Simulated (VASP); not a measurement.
# CO2 (P4_2/mnm) in VASP: a series of runs, part 2 of 2

VASP 6.6.1. Earlier steps stand in the parts before.

### 3 Single point, PBE

Input file INCAR:

```
SYSTEM = CO2
ALGO = Normal ; EDIFF = 1E-6
ENCUT = 600 ; GGA = PE
GGA_COMPAT = .False. ; ISIF = 2
ISMEAR = 1 ; LASPH = .True.
LCHARG = .False. ; LREAL = .False.
LWAVE = .False. ; NBANDS = 25
NELM = 120 ; PREC = Accurate
SIGMA = 0.1
```

Input file KPOINTS:

```
k-points
0
Gamma
  5 5 7
  0 0 0
```

Input file POSCAR:

```
CO2
1.0
    3.8147030000      0.0000000000      0.0000000000
    0.0000000000      3.8147030000      0.0000000000
    0.0000000000      0.0000000000      2.4774760000
C O
2 4
Direct
    0.0000000000      0.0000000000      0.0000000000
    0.5000000000      0.5000000000      0.5000000000
    0.3060400000      0.3060400000      0.0000000000
    0.1939600000      0.8060400000      0.5000000000
    0.6939600000      0.6939600000      0.0000000000
    0.8060400000      0.1939600000      0.5000000000
```

Potentials or basis: VASP PAW PBE potentials, release 64 (C, O).

Started as:

```sh
$ cat potpaw_PBE.64/C/POTCAR potpaw_PBE.64/O/POTCAR > POTCAR
$ mpirun -np 1 vasp_std > vasp.out
```

OUTCAR:

```text
SYSTEM = CO2
   EDIFF = 1E-6
   ENCUT = 600
   GGA = PE
   ISIF = 2
   ISMEAR = 1
   LASPH = .True.
   LREAL = .False.
   NELM = 120
   PREC = Accurate

 ion  position               nearest neighbor table
   1  0.000  0.000  0.000-   4 1.62   6 1.62   4 1.62   6 1.62   5 1.65   3 1.65
   2  0.500  0.500  0.500-   3 1.62   5 1.62   3 1.62   5 1.62   4 1.65   6 1.65
   3  0.306  0.306  0.000-   2 1.62   2 1.62   1 1.65
   4  0.194  0.806  0.500-   1 1.62   1 1.62   2 1.65
   5  0.694  0.694  0.000-   2 1.62   2 1.62   1 1.65
   6  0.806  0.194  0.500-   1 1.62   1 1.62   2 1.65

  LATTYP: Found a simple tetragonal cell.
 ALAT       =     3.8147030000
 C/A-ratio  =     0.6494544923

  Lattice vectors:

 A1 = (   3.8147030000,   0.0000000000,   0.0000000000)
 A2 = (   0.0000000000,   3.8147030000,   0.0000000000)
 A3 = (   0.0000000000,   0.0000000000,   2.4774760000)

Analysis of symmetry for initial positions (statically):
=====================================================================
 Subroutine PRICEL returns:
 Original cell was already a primitive cell.

 Routine SETGRP: Setting up the symmetry group for a
 simple tetragonal supercell.

 Subroutine GETGRP returns: Found 16 space group operations
 (whereof  8 operations were pure point group operations)
 out of a pool of 16 trial point group operations.

The static configuration has the point symmetry D_2h.
 The point group associated with its full space group is D_4h.

Analysis of symmetry for dynamics (positions and initial velocities):
=====================================================================
 Subroutine PRICEL returns:
 Original cell was already a primitive cell.

 Routine SETGRP: Setting up the symmetry group for a
 simple tetragonal supercell.

 Subroutine GETGRP returns: Found 16 space group operations
 (whereof  8 operations were pure point group operations)
 out of a pool of 16 trial point group operations.

The dynamic configuration has the point symmetry D_2h.
 The point group associated with its full space group is D_4h.

 Subroutine INISYM returns: Found 16 space group operations
 (whereof  8 operations are pure point group operations),
 and found     1 'primitive' translations

----------------------------------------------------------------------------------------

                                     Primitive cell

  volume of cell :      36.0521

  direct lattice vectors                    reciprocal lattice vectors
     3.814703000  0.000000000  0.000000000     0.262143606  0.000000000  0.000000000
     0.000000000  3.814703000  0.000000000     0.000000000  0.262143606  0.000000000
     0.000000000  0.000000000  2.477476000     0.000000000  0.000000000  0.403636604

  length of vectors
     3.814703000  3.814703000  2.477476000     0.262143606  0.262143606  0.403636604

  position of ions in fractional coordinates (direct lattice)
     0.000000000  0.000000000  0.000000000
     0.500000000  0.500000000  0.500000000
     0.306040000  0.306040000  0.000000000
     0.193960000  0.806040000  0.500000000
     0.693960000  0.693960000  0.000000000
[... 33 lines left out ...]
 ===========================================

 Found     24 irreducible k-points:

 Following reciprocal coordinates:
            Coordinates               Weight
  0.000000  0.000000  0.000000      1.000000
  0.200000  0.000000  0.000000      4.000000
  0.400000  0.000000  0.000000      4.000000
  0.200000  0.200000  0.000000      4.000000
  0.400000  0.200000  0.000000      8.000000
  0.400000  0.400000  0.000000      4.000000
[... 16 lines left out ...]
  0.400000  0.200000  0.428571     16.000000
  0.400000  0.400000  0.428571      8.000000
   k-points           NKPTS =     24   k-points in BZ     NKDIM =     24   number of bands    NBANDS=     25
   number of dos      NEDOS =    301   number of ions     NIONS =      6
   total plane-waves  NPLWV =  18000
   dimension x,y,z NGX =    30 NGY =   30 NGZ =   20
   dimension x,y,z NGXF=    60 NGYF=   60 NGZF=   40
   ions per type =               2   4
   NGX,Y,Z   is equivalent  to a cutoff of  13.07, 13.07, 13.42 a.u.
   NGXF,Y,Z  is equivalent  to a cutoff of  26.15, 26.15, 26.84 a.u.
 SYSTEM =  CO2
   PREC   = accura    normal or accurate (medium, high low for compatibility)
   ISTART =      0    job   : 0-new  1-cont  2-samecut
   ICHARG =      2    charge: 1-file 2-atom 10-const
   ISPIN  =      1    spin polarized calculation?
   LNONCOLLINEAR =      F non collinear calculations
   LSORBIT =      F    spin-orbit coupling
   LASPH  =      T    aspherical Exc in radial PAW
   ENCUT  =  600.0 eV  44.10 Ry    6.64 a.u.   7.62  7.62  4.95*2*pi/ulx,y,z
   NELM   =    120;   NELMIN=  2; NELMDL= -5     # of ELM steps
   EDIFF  = 0.1E-05   stopping-criterion for ELM
   LREAL  =      F    real-space projection
   EDIFFG = 0.1E-04   stopping-criterion for IOM
   NSW    =      0    number of steps for IOM
   IBRION =     -1    ionic relax: 0-MD 1-quasi-New 2-CG
   NFREE  =      0    steps in history (QN), initial steepest desc. (CG)
   ISIF   =      2    stress and relaxation
   ISYM   =      2    0-nonsym 1-usesym 2-fastsym
   POTIM  = 0.5000    time-step for ionic-motion
   TEBEG  =    0.0;   TEEND  =   0.0 temperature during run
   PSTRESS=    0.0 pullay stress
   NELECT =      32.0000    total number of electrons
   NUPDOWN=      -1.0000    fix difference up-down
   EMIN   =  10.00;   EMAX   =-10.00  energy-range for DOS
   EFERMI =   0.00;   METHOD = LEGACY
   ISMEAR =     1;   SIGMA  =   0.10  broadening in eV -4-tet -1-fermi 0-gaus
   EFERMI_NEDOS =   21; number of points for ismear=-14 and -15
   IALGO  =     38    algorithm
   IMIX   =      4    mixing-type and parameters
     AMIX     =   0.40;   BMIX     =  1.00
     AMIX_MAG =   1.60;   BMIX_MAG =  1.00
  volume/ion in A,a.u.               =       6.01        40.55
  Fermi-wavevector in a.u.,A,eV,Ry     =   1.573311  2.973126 33.678594  2.475307
  Thomas-Fermi vector in A             =   2.674614
   LORBIT       =      0    0 simple, 1 ext, 2 COOP (PROOUT), +10 PAW based schemes
   GGA     = PE    functional components
   LHFCALC =     F    Hartree Fock is set to
   AEXX    =    0.0000 exact exchange contribution
   IVDW    =     0    specifies the selected vdW correction
   LEPSILON=     F    determine dielectric tensor
   LRPA    =     F    only Hartree local field effects (RPA)
 non-spin polarized calculation
 Methfessel and Paxton  Order N= 1 SIGMA  =   0.10
  energy-cutoff  :      600.00
  volume of cell :       36.05
 maximum number of plane-waves:      1222
   NGX = 15   NGY = 15   NGZ =  9

 number of electron      31.9999979 magnetization

 Free energy of the ion-electron system (eV)
  ---------------------------------------------------
  ext. energy  EPLUGINS =         0.00000000
  ---------------------------------------------------
  free energy    TOTEN  =       -33.34488690 eV

  energy without entropy =      -33.34462951  energy(sigma->0) =      -33.34480111

 E-fermi :   7.8736     XC(G=0): -13.2047

 val. band max:        7.8469429774   @ k =   0.0000   0.0000   0.0000
 cond. band min:       7.9002448179   @ k =   0.0000   0.0000   0.0000
 fundamental gap:      0.0533018405
 Fermi energy:         7.8735896374

 k-point     1 :       0.0000    0.0000    0.0000
  band No.  band energies     occupation
      1     -17.9234      2.00000
      2     -12.4366      2.00000
      3     -12.4366      2.00000
      4     -12.4083      2.00000
      5      -6.0005      2.00000
      6      -1.2457      2.00000
[... 661 lines left out ...]
     24      18.4017      0.00000
     25      24.0128      0.00000

------------------------ aborting loop because EDIFF is reached ----------------------------------------

  FORCE on cell =-STRESS in cart. coord.  units (eV):
  Direction    XX          YY          ZZ          XY          YZ          ZX
  --------------------------------------------------------------------------------------
  -------------------------------------------------------------------------------------
  Total        3.8200718      3.8200718     -5.1989813      0.0000000      0.0000000      0.0000000
  in kB      169.7661861    169.7661861   -231.0457176      0.0000000      0.0000000      0.0000000
  external PRESSURE =      36.1622182 kB  Pullay stress =       0.0000000 kB

 VOLUME and BASIS-vectors are now :
 -----------------------------------------------------------------------------
  energy-cutoff  :      600.00
  volume of cell :       36.05
      direct lattice vectors                 reciprocal lattice vectors
     3.814703000  0.000000000  0.000000000     0.262143606  0.000000000  0.000000000
     0.000000000  3.814703000  0.000000000     0.000000000  0.262143606  0.000000000
     0.000000000  0.000000000  2.477476000     0.000000000  0.000000000  0.403636604

 POSITION                                       TOTAL-FORCE (eV/Angst)
 -----------------------------------------------------------------------------------
      0.00000      0.00000      0.00000         0.000000     -0.000000      0.000000
      1.90735      1.90735      1.23874         0.000000     -0.000000      0.000000
      1.16745      1.16745      0.00000         0.700723      0.700723     -0.000000
      0.73990      3.07480      1.23874        -0.700723      0.700723     -0.000000
      2.64725      2.64725      0.00000        -0.700723     -0.700723      0.000000
      3.07480      0.73990      1.23874         0.700723     -0.700723      0.000000
 -----------------------------------------------------------------------------------
    total drift:                                0.000000      0.000000      0.000000

  FREE ENERGIE OF THE ION-ELECTRON SYSTEM (eV)
  ---------------------------------------------------
  free  energy   TOTEN  =       -33.3448869013 eV

  energy  without entropy=      -33.3446295136  energy(sigma->0) =      -33.34480111
```

Run time: 30 s. Hardware: 1 thread of AMD EPYC 7R43 (Zen 3), shared host; peak memory 0.11 GiB.

Results:

- Free energy: -33.3449 eV
- Pressure: 3.6 GPa
- Largest force: 0.991 eV/Å
- Band gap on the k mesh: 0.05 eV

Forces in eV/Å, atoms in the order of the input:
```
C    0.000  0.000  0.000
C    0.000  0.000  0.000
O    0.701  0.701  0.000
O   -0.701  0.701  0.000
O   -0.701 -0.701  0.000
O    0.701 -0.701  0.000
```

Caveat: the cell stands under pressure.

### 4 Single point, PBE

Input file INCAR:

```
SYSTEM = CO2
  PREC = Accurate
  ENCUT = 600
  EDIFF = 1E-6
  ISMEAR = 1
  SIGMA = 0.025
  LREAL = .False.
  LASPH = .True.
  NELM = 120
  ALGO = Normal
  ISIF = 2
  LWAVE = .False.
  LCHARG = .False.
  GGA = PE
  NBANDS = 25
  GGA_COMPAT = .False.
```

Input file KPOINTS:

```
regular mesh
0
Gamma
  5 5 7
  0 0 0
```

POSCAR is that of step 3.

Started as:

```sh
$ cat potpaw_PBE.64/C/POTCAR potpaw_PBE.64/O/POTCAR > POTCAR
$ mpirun -np 1 vasp_std > vasp.out
```

Wall time 26 s (1 thread of AMD EPYC 7R43 (Zen 3), shared host); peak memory 0.11 GiB.

It converged, with:

* Free energy: -33.3448 eV
* Pressure: 3.8 GPa
* Largest force: 0.981 eV/Å
* Band gap on the k mesh: 0.05 eV

Forces on the atoms (eV/Å):
```
C    0.000  0.000  0.000
C    0.000  0.000  0.000
O    0.694  0.694  0.000
O   -0.694  0.694  0.000
O   -0.694 -0.694  0.000
O    0.694 -0.694  0.000
```

Stress tensor (GPa, compression positive):
```
 17.07   0.00   0.00
  0.00  17.07   0.00
  0.00   0.00 -22.75
```

Levels at points of the mesh, in eV from the valence-band top:
```tsv
k point	band 14	band 15	band 16	band 17	band 18	band 19
(0.00, 0.00, 0.00)	-0.97	-0.97	0.00	0.05	3.67	3.67
```

Caveat: the cell stands under pressure.

### 5 The runs side by side

| smearing | gap on the mesh (eV) | pressure (GPa) | largest force (eV/Å) |
| --- | --- | --- | --- |
| fermi-dirac 0.1 eV | - | 3.6 | 0.99 |
| methfessel-paxton 0.1 eV | 0.05 | 3.6 | 0.99 |
| methfessel-paxton 0.025 eV | 0.05 | 3.8 | 0.98 |

Alike in all rows: task single point; level PBE; potentials or basis VASP PAW PBE potentials, release 64 (C, O); no spin polarisation; cell as given; k mesh 5 × 5 × 7; cutoff (eV) 600.

Caveats: some runs use coarse meshes; the cell stands under pressure (at least some runs).

Total energies depend on the potentials used, so only differences within one code and one set of settings carry meaning.
